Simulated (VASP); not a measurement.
Set up this calculation in VASP 6.6.1, as the native input.

```yaml
Task: single point
Functional: PBE
Potentials_or_basis: VASP PAW PBE potentials, release 64 (Al, N, Mg)
Cutoff: 520 eV
k_mesh: 2 × 2 × 2
Occupations: fermi-dirac, width 0.05 eV
Spin: no spin polarisation
Dipole_correction: no
Further_INCAR_settings: LREAL = Auto; ALGO = Normal; EDIFF = 1e-07; NBANDS = 43
```

The structure of MgAl6N8 (a cell with a defect) lies in POSCAR:

```
MgAl6N8
1.0
   -3.1100000000     -5.3866780000      0.0000000000
    4.6650000000     -2.6933390000      0.0000000000
    0.0000000000      0.0000000000      4.9800000000
Al N Mg
6 8 1
Direct
    0.4931628825      0.6817973343     -0.0145236948
    0.2179151784      0.1111783933      0.0413439759
    0.2419122565      0.8436726940      0.4974062249
    0.0174454217      0.6569938395      0.0073329317
    0.0029656243      0.3855170614      0.5617520080
    0.7645908268      0.8164532629      0.5009158635
    0.5032860091      0.8424978539      0.3201570281
    0.3970034592      0.3615208485      0.9239479920
    0.1136382942      0.1270928392      0.3735347390
    0.2469631647      0.8361865900      0.8577885542
    0.0100023532      0.6595777746      0.3659775100
    0.1462107189      0.3819106829      0.8733106426
    0.8654604889      0.1281858779      0.4097200803
    0.7612386109      0.6723003387      0.8341315261
    0.6165823620      0.2006997097      0.1800885542
```

The input as run:

INCAR

```
SYSTEM = MgAl6N8
  PREC = Accurate
  ENCUT = 520
  EDIFF = 1E-7
  ISMEAR = -1
  SIGMA = 0.05
  LREAL = Auto
  LASPH = .True.
  NELM = 60
  ALGO = Normal
  ISIF = 2
  LWAVE = .False.
  LCHARG = .True.
  GGA = PE
  LELF = .True.
  LVHAR = .True.
  NBANDS = 43
```

KPOINTS

```
regular mesh
0
Gamma
  2 2 2
  0 0 0
```

Potentials or basis: VASP PAW PBE potentials, release 64 (Al, N, Mg).

Command:

```console
$ cat potpaw_PBE.64/Al/POTCAR potpaw_PBE.64/N/POTCAR potpaw_PBE.64/Mg/POTCAR > POTCAR
$ mpirun -np 1 vasp_std > vasp.out
```

It gave:

- Pressure: 20.2 GPa
- Largest force: 0.305 eV/Å
- Band gap on the k mesh: 1.81 eV

Caveat: the k points lie up to 0.63 Å⁻¹ apart.

Run time: 60 s on 1 thread of Intel(R) Xeon(R) 6975P-C (Granite Rapids), on a shared host, peak memory 0.26 GiB.
